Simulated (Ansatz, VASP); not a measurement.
# One calculation of CuO, two programs

File INCAR:

```
SYSTEM = CuO
  PREC = Accurate
  ENCUT = 520
  EDIFF = 1E-7
  ISMEAR = 0
  SIGMA = 0.05
  LREAL = .False.
  LASPH = .True.
  NELM = 150
  ALGO = Normal
  ISIF = 2
  LWAVE = .False.
  LCHARG = .True.
  ISPIN = 2
  MAGMOM = 1 1 0 0
  LORBIT = 11
  LMAXMIX = 4
  LDAU = .True.
  LDAUTYPE = 2
  LDAUL = 2 -1
  LDAUU = 8 0
  LDAUJ = 0 0
  LDAUPRINT = 1
  LELF = .True.
  LVHAR = .True.
  NBANDS = 29
```

File KPOINTS:

```
Automatic mesh
0
Gamma
  7 7 4
  0 0 0
```

The input POSCAR:

```
CuO
1.0
    2.3446497600     -1.7133998200      0.0000000000
    2.3446497600      1.7133998200      0.0000000000
   -0.8605499100      0.0000000000      5.0594394800
Cu O
2 2
Direct
    0.0032000000      0.4968000000      0.0000000000
    0.4968000000      0.0032000000      0.5000000000
    0.5714000000      0.4056000000      0.2537000000
    0.4056000000      0.5714000000      0.7537000000
```

Input for Ansatz:

```yaml
crystal:
  lattice:
    - [2.34464976, -1.71339982, 0.0]
    - [2.34464976, 1.71339982, 0.0]
    - [-0.86054991, 0.0, 5.05943948]
  atoms:
    - { symbol: Cu, position: [0.0032, 0.4968, 0.0], spin: 1.0 }
    - { symbol: Cu, position: [0.4968, 0.0032, 0.5], spin: 1.0 }
    - { symbol: O, position: [0.5714, 0.4056, 0.2537] }
    - { symbol: O, position: [0.4056, 0.5714, 0.7537] }
basis:
  ecutwfc: 420
  ecutrho_ratio: 4
kpoints:
  mp_grid: { grid: [7, 7, 4] }
hamiltonian:
  xc: lda
  hubbard:
    sites: [{ site: 0, l: d, u_eff: 8.0 }, { site: 1, l: d, u_eff: 8.0 }]
scf:
  occupations: { method: gaussian, width: 0.05 }
  lower_state_search: "off"
  max_iter: 150
output:
  forces: true
  stress: true
  eigenvalues: true
  populations: true
  hubbard: { sites: [{ site: 0, l: d }, { site: 1, l: d }] }
magnetization:
  spin_polarized: true
```

Alike in both runs: task single point; functional LDA; k mesh 7 × 7 × 4; occupations gaussian, width 0.05 eV; collinear spin; Hubbard terms Cu d U = 8.0 eV.

|  | VASP | Ansatz |
| --- | --- | --- |
| version | VASP 6.6.1 | Ansatz 0.2.0 |
| potentials or method | VASP PAW LDA potentials, release 64 (Cu, O), cutoff 520 eV | scalar-relativistic, plane waves, PAW |
| valence electrons in the cell | 34 | 50 |

Ansatz gave:

| Item | Value |
| --- | --- |
| pressure (GPa) | -5.6 |
| traceless stress, the component that is largest in VASP (GPa) | 1.71 |
| rms of the force components (eV/Å) | 0.461 |
| net moment per atom (μB) | 0.50 |
| size of the moment on the site where the two differ most (μB) | 0.62 |

Task: Estimate VASP's values.

Result: Pressure (GPa): -13.8; traceless stress, the component that is largest in VASP (GPa): 2.74; rms of the force components (eV/Å): 0.387; net moment per atom (μB): 0.50; size of the moment on the site where the two differ most (μB): 0.71.

LDA's correlation is that of Perdew and Zunger in VASP and of Perdew and Wang (1992) in Ansatz. Site moments also hang on the region over which each program counts them. The programs project onto different local orbitals, so the same U acts differently, and such runs can settle in different states. Atom by atom the forces differ by 0.078 eV/Å (rms over components). VASP's potentials hold 34 valence electrons a cell and Ansatz's 50, so a difference there can come from the potentials and not from the codes. Ansatz's warnings: filled band counts differ across k points.
